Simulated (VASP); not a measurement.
Input of a VASP 6.6.1 run:

File INCAR:

```
SYSTEM = ZrAl2
PREC = Accurate
ENCUT = 520
EDIFF = 1E-6
ISMEAR = -1
SIGMA = 0.1198
LREAL = Auto
LASPH = .True.
NELM = 80
ALGO = Normal
ISIF = 2
LWAVE = .False.
LCHARG = .False.
GGA = PE
ISYM = 0
NBANDS = 90
```

Contents of KPOINTS:

```
Automatic mesh
0
Gamma
  1 1 1
  0.25 0.25 0.25
```

File POSCAR:

```
ZrAl2
1.0
    7.7016390000      0.1689720000     -0.1318520000
    0.1689720000      7.7666440000      0.1814760000
   -0.1318520000      0.1814760000      7.7043200000
Al Zr
16 8
Direct
    0.4543387921      0.2445640615      0.1124582015
    0.1602558995      0.2089655411      0.3577072124
    0.7442031192      0.2435298819      0.2565717469
    0.3912693191      0.7780490103      0.5105235011
    0.7025762661      0.3027316672      0.8260166444
    0.9312832889      0.0076490357      0.0773152527
    0.6426546234      0.8253930883      0.3225224629
    0.8517580596      0.5255821561      0.3116733802
    0.2818987419      0.5698686495      0.1883944891
    0.7762606318      0.0368545753      0.5797754112
   -0.0403546253      0.2845762339      0.6850685596
    0.1686301137      0.5480197320      0.5444304999
    0.1365030083      0.2902378379      0.0015696379
    0.5005778539      0.1025882394      0.4394962680
    0.0307035163      0.8132265000      0.3920752549
    0.6098122608      0.6068764626      0.0541138547
    0.1123773309      0.9318513990      0.7832071502
    0.8190150711      0.6603061591      0.6454105041
    0.5349675256      0.4512035787      0.4194819163
    0.3661831680      0.1965380259      0.7593589114
    0.2647051582      0.9105155735      0.1386570366
    0.3352711291      0.5390439055      0.8403780784
    0.5774524195      0.9293928096      0.8441315738
    0.9781308440      0.6556147365      0.9916739139
```

Potentials or basis: VASP PAW PBE potentials, release 64 (Al, Zr_sv).

Run with:

```sh
$ cat potpaw_PBE.64/Al/POTCAR potpaw_PBE.64/Zr_sv/POTCAR > POTCAR
$ mpirun -np 1 vasp_std > vasp.out
```

Problem. What does it give for the band gap on the k mesh?

Solution. 0.11 eV.

Problem. Predict the largest force.

Solution. 3.332 eV/Å.

Problem. Estimate the pressure.

Solution. 4.3 GPa.

Stress tensor (GPa, compression positive):
```
 6.71  2.36 -0.28
 2.36  2.93 -0.18
-0.28 -0.18  3.28
```

Caveat: the k points lie up to 0.82 Å⁻¹ apart.
